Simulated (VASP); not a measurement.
# SrO (Fm-3m) in VASP: a series of runs

The runs below take SrO through single point, with LDA, r2SCAN.

Everything below comes from runs of VASP 6.6.1. Logs are shortened: lines on timing, memory, paths and dates and some standing lists are left out, and cuts for length are marked.

## (1) The cell of the first run

Symmetry: Fm-3m, No. 225, cubic system. Conventional cell: a = 5.160 Å, b = 5.160 Å, c = 5.160 Å, α = 90.00°, β = 90.00°, γ = 90.00°. Within 3.4 Å of Sr (site symmetry m-3m) lie 6 O at 2.58 Å. Within 3.4 Å of O (site symmetry m-3m) lie 6 Sr at 2.58 Å.

## (2) Single point, LDA

The input, INCAR:

```
PREC = Accurate
ENCUT = 520
EDIFF = 1E-6
ISMEAR = 0
SIGMA = 0.01
LREAL = False
LASPH = True
NELM = 100
ALGO = Normal
ISIF = 2
LWAVE = False
LCHARG = False
NBANDS = 15
```

The input, KPOINTS:

```
Automatic mesh
0
Gamma
  8 8 8
```

The input, POSCAR:

```
SrO
1.0
    0.0000000000      2.5798923523      2.5798923523
    2.5798923523      0.0000000000      2.5798923523
    2.5798923523      2.5798923523      0.0000000000
Sr O
1 1
Direct
    0.0000000000      0.0000000000      0.0000000000
    0.5000000000      0.5000000000      0.5000000000
```

Potentials or basis: VASP PAW LDA potentials, release 64 (Sr_sv, O).

Command:

```console
$ cat potpaw_LDA.64/Sr_sv/POTCAR potpaw_LDA.64/O/POTCAR > POTCAR
$ mpirun -np 1 vasp_std > vasp.out
```

OUTCAR:

```text
PREC = Accurate
   ENCUT = 520
   EDIFF = 1E-6
   ISMEAR = 0
   LREAL = False
   LASPH = True
   NELM = 100
   ISIF = 2

 ion  position               nearest neighbor table
   1  0.000  0.000  0.000-   2 2.58   2 2.58   2 2.58   2 2.58   2 2.58   2 2.58
   2  0.500  0.500  0.500-   1 2.58   1 2.58   1 2.58   1 2.58   1 2.58   1 2.58

  LATTYP: Found a face centered cubic cell.
 ALAT       =     5.1597847046

  Lattice vectors:

 A1 = (   0.0000000000,   2.5798923523,   2.5798923523)
 A2 = (   2.5798923523,   0.0000000000,   2.5798923523)
 A3 = (   2.5798923523,   2.5798923523,   0.0000000000)

Analysis of symmetry for initial positions (statically):
=====================================================================
 Subroutine PRICEL returns:
 Original cell was already a primitive cell.

 Routine SETGRP: Setting up the symmetry group for a
 face centered cubic supercell.

 Subroutine GETGRP returns: Found 48 space group operations
 (whereof 48 operations were pure point group operations)
 out of a pool of 48 trial point group operations.

The static configuration has the point symmetry O_h .

Analysis of symmetry for dynamics (positions and initial velocities):
=====================================================================
 Subroutine PRICEL returns:
 Original cell was already a primitive cell.

 Routine SETGRP: Setting up the symmetry group for a
 face centered cubic supercell.

 Subroutine GETGRP returns: Found 48 space group operations
 (whereof 48 operations were pure point group operations)
 out of a pool of 48 trial point group operations.

The dynamic configuration has the point symmetry O_h .

 Subroutine INISYM returns: Found 48 space group operations
 (whereof 48 operations are pure point group operations),
 and found     1 'primitive' translations

----------------------------------------------------------------------------------------

                                     Primitive cell

  volume of cell :      34.3427

  direct lattice vectors                    reciprocal lattice vectors
     0.000000000  2.579892352  2.579892352    -0.193806536  0.193806536  0.193806536
     2.579892352  0.000000000  2.579892352     0.193806536 -0.193806536  0.193806536
     2.579892352  2.579892352  0.000000000     0.193806536  0.193806536 -0.193806536

  length of vectors
     3.648518754  3.648518754  3.648518754     0.335682767  0.335682767  0.335682767

  position of ions in fractional coordinates (direct lattice)
     0.000000000  0.000000000  0.000000000
     0.500000000  0.500000000  0.500000000

  ion indices of the primitive-cell ions
   primitive index   ion index
                 1           1
                 2           2

----------------------------------------------------------------------------------------

 KPOINTS: Automatic mesh

Automatic generation of k-mesh.
 Grid dimensions read from file:
 generate k-points for:    8    8    8

 Generating k-lattice:

  Cartesian coordinates                     Fractional coordinates (reciprocal lattice)
    -0.024225817  0.024225817  0.024225817     0.125000000  0.000000000  0.000000000
     0.024225817 -0.024225817  0.024225817     0.000000000  0.125000000  0.000000000
     0.024225817  0.024225817 -0.024225817     0.000000000  0.000000000  0.125000000

  Length of vectors
     0.041960346  0.041960346  0.041960346

  Shift w.r.t. Gamma in fractional coordinates (k-lattice)
     0.000000000  0.000000000  0.000000000

 Subroutine IBZKPT returns following result:
 ===========================================

 Found     29 irreducible k-points:

 Following reciprocal coordinates:
            Coordinates               Weight
  0.000000  0.000000  0.000000      1.000000
  0.125000  0.000000  0.000000      8.000000
  0.250000  0.000000  0.000000      8.000000
  0.375000  0.000000  0.000000      8.000000
  0.500000  0.000000  0.000000      4.000000
  0.125000  0.125000  0.000000      6.000000
[... 16 lines left out ...]
  0.500000  0.250000  0.125000     48.000000
 -0.375000  0.250000  0.125000     24.000000
 [... further k-points ...]
   k-points           NKPTS =     29   k-points in BZ     NKDIM =     29   number of bands    NBANDS=     15
   number of dos      NEDOS =    301   number of ions     NIONS =      2
   total plane-waves  NPLWV =  21952
   dimension x,y,z NGX =    28 NGY =   28 NGZ =   28
   dimension x,y,z NGXF=    56 NGYF=   56 NGZF=   56
   ions per type =               1   1
   NGX,Y,Z   is equivalent  to a cutoff of  12.76, 12.76, 12.76 a.u.
   NGXF,Y,Z  is equivalent  to a cutoff of  25.52, 25.52, 25.52 a.u.
 SYSTEM =  unknown system
   PREC   = accura    normal or accurate (medium, high low for compatibility)
   ISTART =      0    job   : 0-new  1-cont  2-samecut
   ICHARG =      2    charge: 1-file 2-atom 10-const
   ISPIN  =      1    spin polarized calculation?
   LNONCOLLINEAR =      F non collinear calculations
   LSORBIT =      F    spin-orbit coupling
   LASPH  =      T    aspherical Exc in radial PAW
   ENCUT  =  520.0 eV  38.22 Ry    6.18 a.u.   6.78  6.78  6.78*2*pi/ulx,y,z
   NELM   =    100;   NELMIN=  2; NELMDL= -5     # of ELM steps
   EDIFF  = 0.1E-05   stopping-criterion for ELM
   LREAL  =      F    real-space projection
   EDIFFG = 0.1E-04   stopping-criterion for IOM
   NSW    =      0    number of steps for IOM
   IBRION =     -1    ionic relax: 0-MD 1-quasi-New 2-CG
   NFREE  =      0    steps in history (QN), initial steepest desc. (CG)
   ISIF   =      2    stress and relaxation
   ISYM   =      2    0-nonsym 1-usesym 2-fastsym
   POTIM  = 0.5000    time-step for ionic-motion
   TEBEG  =    0.0;   TEEND  =   0.0 temperature during run
   PSTRESS=    0.0 pullay stress
   NELECT =      16.0000    total number of electrons
   NUPDOWN=      -1.0000    fix difference up-down
   EMIN   =  10.00;   EMAX   =-10.00  energy-range for DOS
   EFERMI =   0.00;   METHOD = LEGACY
   ISMEAR =     0;   SIGMA  =   0.01  broadening in eV -4-tet -1-fermi 0-gaus
   EFERMI_NEDOS =   21; number of points for ismear=-14 and -15
   IALGO  =     38    algorithm
   IMIX   =      4    mixing-type and parameters
     AMIX     =   0.40;   BMIX     =  1.00
     AMIX_MAG =   1.60;   BMIX_MAG =  1.00
  volume/ion in A,a.u.               =      17.17       115.88
  Fermi-wavevector in a.u.,A,eV,Ry     =   1.269122  2.398292 21.914491  1.610670
  Thomas-Fermi vector in A             =   2.402180
   LORBIT       =      0    0 simple, 1 ext, 2 COOP (PROOUT), +10 PAW based schemes
   GGA     = CA    functional components
   LHFCALC =     F    Hartree Fock is set to
   AEXX    =    0.0000 exact exchange contribution
   IVDW    =     0    specifies the selected vdW correction
   LEPSILON=     F    determine dielectric tensor
   LRPA    =     F    only Hartree local field effects (RPA)
 non-spin polarized calculation
 Gauss-broadening in eV      SIGMA  =   0.01
  energy-cutoff  :      520.00
  volume of cell :       34.34
 maximum number of plane-waves:       941
   NGX = 13   NGY = 13   NGZ = 13

 number of electron      15.9999998 magnetization

 Free energy of the ion-electron system (eV)
  ---------------------------------------------------
  ext. energy  EPLUGINS =         0.00000000
  ---------------------------------------------------
  free energy    TOTEN  =       -13.36504535 eV

  energy without entropy =      -13.36504535  energy(sigma->0) =      -13.36504535

 E-fermi :   1.4548     XC(G=0): -10.4788

 val. band max:        1.2930722881   @ k =   0.0000   0.0000   0.0000
 cond. band min:       4.4001380715   @ k =   0.5000   0.5000   0.0000
 fundamental gap:      3.1070657834
 Fermi energy:         1.4547743589

 k-point     1 :       0.0000    0.0000    0.0000
  band No.  band energies     occupation
      1     -30.8264      2.00000
      2     -13.4537      2.00000
      3     -12.5638      2.00000
      4     -12.5638      2.00000
      5     -12.5638      2.00000
      6       1.2931      2.00000
      7       1.2931      2.00000
      8       1.2931      2.00000
      9       5.0211      0.00000
     10       7.3753      0.00000
     11       7.3753      0.00000
     12       7.3753      0.00000
     13       9.5755      0.00000
     14       9.5755      0.00000
     15      13.6878      0.00000

 k-point     2 :       0.1250    0.0000    0.0000
  band No.  band energies     occupation
      1     -30.8065      2.00000
      2     -13.8691      2.00000
      3     -12.5763      2.00000
      4     -12.5763      2.00000
      5     -12.1957      2.00000
      6       0.8219      2.00000
      7       1.0951      2.00000
      8       1.0951      2.00000
      9       5.7287      0.00000
     10       7.2162      0.00000
     11       7.6826      0.00000
     12       7.6826      0.00000
     13       9.9818      0.00000
     14       9.9818      0.00000
     15      14.6982      0.00000

 k-point     3 :       0.2500    0.0000    0.0000
  band No.  band energies     occupation
      1     -30.7578      2.00000
      2     -14.4711      2.00000
      3     -12.6061      2.00000
      4     -12.6061      2.00000
      5     -11.7092      2.00000
      6      -0.0228      2.00000
      7       0.6683      2.00000
      8       0.6683      2.00000
      9       7.1155      0.00000
     10       7.2895      0.00000
     11       8.5177      0.00000
     12       8.5177      0.00000
     13      10.9973      0.00000
     14      10.9973      0.00000
     15      16.7324      0.00000
[... 343 lines left out ...]
 k-point    23 :       0.5000    0.2500    0.1250
  band No.  band energies     occupation
      1     -30.6832      2.00000
      2     -14.6738      2.00000
      3     -12.9352      2.00000
      4     -12.7405      2.00000
      5     -11.6687      2.00000
      6      -0.2793      2.00000
      7       0.3570      2.00000
      8       0.7630      2.00000
      9       6.7043      0.00000
     10       8.2820      0.00000
     11      10.0802      0.00000
     12      10.2615      0.00000
     13      12.2690      0.00000
     14      13.1853      0.00000
     15      15.2467      0.00000

 k-point    24 :      -0.3750    0.2500    0.1250
  band No.  band energies     occupation
      1     -30.6668      2.00000
      2     -14.7437      2.00000
      3     -12.9589      2.00000
      4     -12.7943      2.00000
      5     -11.6375      2.00000
      6      -0.3179      2.00000
      7       0.4240      2.00000
      8       0.4995      2.00000
      9       7.5088      0.00000
     10       7.8580      0.00000
     11      10.4754      0.00000
     12      10.6885      0.00000
     13      12.8108      0.00000
     14      14.0524      0.00000
     15      14.2971      0.00000

 [... further k-points ...]

------------------------ aborting loop because EDIFF is reached ----------------------------------------

  FORCE on cell =-STRESS in cart. coord.  units (eV):
  Direction    XX          YY          ZZ          XY          YZ          ZX
  --------------------------------------------------------------------------------------
  -------------------------------------------------------------------------------------
  Total       -0.9647063     -0.9647063     -0.9647063      0.0000000      0.0000000      0.0000000
  in kB      -45.0060537    -45.0060537    -45.0060537      0.0000000      0.0000000      0.0000000
  external PRESSURE =     -45.0060537 kB  Pullay stress =       0.0000000 kB

 VOLUME and BASIS-vectors are now :
 -----------------------------------------------------------------------------
  energy-cutoff  :      520.00
  volume of cell :       34.34
      direct lattice vectors                 reciprocal lattice vectors
     0.000000000  2.579892352  2.579892352    -0.193806536  0.193806536  0.193806536
     2.579892352  0.000000000  2.579892352     0.193806536 -0.193806536  0.193806536
     2.579892352  2.579892352  0.000000000     0.193806536  0.193806536 -0.193806536

 POSITION                                       TOTAL-FORCE (eV/Angst)
 -----------------------------------------------------------------------------------
      0.00000      0.00000      0.00000         0.000000      0.000000      0.000000
      2.57989      2.57989      2.57989        -0.000000     -0.000000     -0.000000
 -----------------------------------------------------------------------------------
    total drift:                                0.000000      0.000000      0.000000

  FREE ENERGIE OF THE ION-ELECTRON SYSTEM (eV)
  ---------------------------------------------------
  free  energy   TOTEN  =       -13.3650453528 eV

  energy  without entropy=      -13.3650453528  energy(sigma->0) =      -13.36504535
```

Wall time 9.9 s (1 thread of Intel Xeon 6975P-C, shared host); peak memory 0.15 GiB.

What came out:

```
Free energy            : -13.3650 eV
Pressure               : -4.5 GPa
Band gap on the k mesh : 3.11 eV, indirect (least direct gap 3.20 eV)
```

A k mesh can miss the band edges.

## (3) Single point, r2SCAN

POSCAR is that of step 2.

The input, INCAR.step1:

```
ALGO = Normal
EDIFF = 1E-4
ENCUT = 520
GGA = PE
ISMEAR = -1
LASPH = True
LCHARG = False
LREAL = False
LWAVE = True
NBANDS = 15
NELM = 80
PREC = Accurate
SIGMA = 0.02
```

The input, INCAR.step2:

```
ALGO = Normal
EDIFF = 1E-7
ENCUT = 520
ISIF = 2
ISMEAR = -1
ISTART = 1
LASPH = True
LCHARG = True
LELF = True
LMIXTAU = True
LREAL = False
LVHAR = True
LWAVE = False
METAGGA = R2SCAN
NBANDS = 15
NELM = 80
PREC = Accurate
SIGMA = 0.02
```

The input, KPOINTS:

```
k-points
0
Gamma
  8 8 8
```

Potentials or basis: VASP PAW PBE potentials, release 64 (Sr_sv, O).

Command:

```console
$ cat potpaw_PBE.64/Sr_sv/POTCAR potpaw_PBE.64/O/POTCAR > POTCAR
$ cp INCAR.step1 INCAR
$ mpirun -np 1 vasp_std > vasp.out
$ cp INCAR.step2 INCAR
$ mpirun -np 1 vasp_std > vasp.out
```

Wall time 58 s (1 thread of Intel Xeon 6975P-C, shared host); peak memory 0.17 GiB.

It converged, with:

```
Free energy            : -27.0557 eV
Pressure               : 0.5 GPa
Band gap on the k mesh : 3.75 eV, indirect (least direct gap 3.84 eV)
```

Levels at points of the mesh, in eV from the valence-band top:
```tsv
k point	band 6	band 7	band 8	band 9	band 10	band 11
(0.00, 0.00, 0.00)	0.00	0.00	0.00	4.58	6.75	6.75
(0.50, 0.00, 0.00)	-2.10	-1.11	-1.11	7.07	8.99	9.42
(0.50, 0.50, 0.00)	-0.45	-0.09	-0.09	3.75	8.44	10.85
```

Caveat: the PAW data sets were made with another functional, which shifts forces and pressure a little.
